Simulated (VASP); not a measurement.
Wanted: the native input for a VASP 6.6.1 run.

```
Task                               : single point
Functional                         : PBE-based screened hybrid with 25 % exact exchange
Potentials or basis                : VASP PAW PBE potentials, release 64 (Ir)
Cutoff                             : 520 eV
k mesh                             : 6 × 6 × 6
Occupations                        : fermi-dirac, width 0.05 eV
Spin                               : no spin polarisation
Dipole correction                  : no
Grid for exact exchange (PRECFOCK) : Normal
Share of exact exchange            : 0.25
Further INCAR settings             : ALGO = Normal; EDIFF = 1e-06; NBANDS = 10
Screening parameter                : 0.3 1/Å
```

The system is Ir.

```
Ir
1.0
     0.00000    1.91464    1.91464
     1.91464    0.00000    1.91464
     1.91464    1.91464    0.00000
Ir
1
Direct
  0.00000 0.00000 0.00000
```

One way to write it, as run:

POSCAR

```
Ir
1.0
    0.0000000000      1.9146408325      1.9146408325
    1.9146408325      0.0000000000      1.9146408325
    1.9146408325      1.9146408325      0.0000000000
Ir
1
Direct
    0.0000000000      0.0000000000      0.0000000000
```

INCAR.step1

```
  PREC = Accurate
  ENCUT = 520
  EDIFF = 1E-5
  ISMEAR = -1
  SIGMA = 0.05
  LREAL = F
  LASPH = T
  NELM = 80
  ALGO = Normal
  ISIF = 2
  LWAVE = T
  LCHARG = F
  NBANDS = 10
  GGA = PE
```

INCAR.step2

```
  PREC = Accurate
  ENCUT = 520
  EDIFF = 1E-6
  ISMEAR = -1
  SIGMA = 0.05
  LREAL = F
  LASPH = T
  NELM = 80
  ALGO = Normal
  ISIF = 2
  LWAVE = F
  LCHARG = F
  GGA = PE
  LHFCALC = T
  AEXX = 0.25
  HFSCREEN = 0.3
  PRECFOCK = Normal
  NBANDS = 10
  ISTART = 1
```

KPOINTS

```
Automatic mesh
0
Gamma
  6 6 6
```

Potentials or basis: VASP PAW PBE potentials, release 64 (Ir).

Run with:

```console
$ cat potpaw_PBE.64/Ir/POTCAR > POTCAR
$ cp INCAR.step1 INCAR
$ mpirun -np 1 vasp_std > vasp.out
$ cp INCAR.step2 INCAR
$ mpirun -np 1 vasp_std > vasp.out
```

Results of the run:

```json
{
 "Pressure": "2.6 GPa",
 "Band gap on the k mesh": "zero (an odd number of electrons rules out a gap without spin polarisation)"
}
```

Caveat: the k points lie up to 0.47 Å⁻¹ apart, too coarse for converged energies and pressures of a metal; the PAW data sets were made with another functional, which shifts forces and pressure a little; spin-orbit coupling is left out, which moves the levels of the heavy elements.

Run time: 4.6 min on 1 thread of AMD EPYC 7R13 Processor (Zen 3) (shared host), peak memory 0.21 GiB.
